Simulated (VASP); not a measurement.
Set up this calculation in VASP 6.6.1, as the native input.

| Quantity | Value |
| --- | --- |
| Task | single point |
| Functional | PBE |
| Potentials or basis | VASP PAW PBE potentials, release 64 (Pb_d) |
| Cutoff | 520 eV |
| k mesh | 12 × 12 × 12 |
| Occupations | methfessel-paxton, width 0.15 eV |
| Spin | no spin polarisation |
| Dipole correction | no |
| Further INCAR settings | ALGO = Normal; EDIFF = 1e-07; NBANDS = 13 |

The structure of Pb lies in POSCAR:

```
Pb
1.0
    0.0000000000      2.4698000000      2.4698000000
    2.4698000000      0.0000000000      2.4698000000
    2.4698000000      2.4698000000      0.0000000000
Pb
1
Direct
    0.0000000000      0.0000000000      0.0000000000
```

One way to write it, as run:

INCAR

```
  PREC = Accurate
  ENCUT = 520
  EDIFF = 1E-7
  ISMEAR = 1
  SIGMA = 0.15
  LREAL = False
  LASPH = True
  NELM = 80
  ALGO = Normal
  ISIF = 2
  LWAVE = False
  LCHARG = False
  GGA = PE
  NBANDS = 13
```

KPOINTS

```
Automatic mesh
0
Gamma
  12 12 12
```

Potentials or basis: VASP PAW PBE potentials, release 64 (Pb_d).

Command:

```sh
$ cat potpaw_PBE.64/Pb_d/POTCAR > POTCAR
$ mpirun -np 1 vasp_std > vasp.out
```

Results of the run:

```
Pressure               : 2.9 GPa
Band gap on the k mesh : zero (band 7 reaches 14.82 eV, above the bottom of band 8 at 5.80 eV)
```

Caveat: spin-orbit coupling is left out, which moves the levels of the heavy elements.

Wall time 26 s on 1 thread of AMD EPYC 7R43 64-Core Processor (Zen 3), on a shared host, peak memory 0.14 GiB.
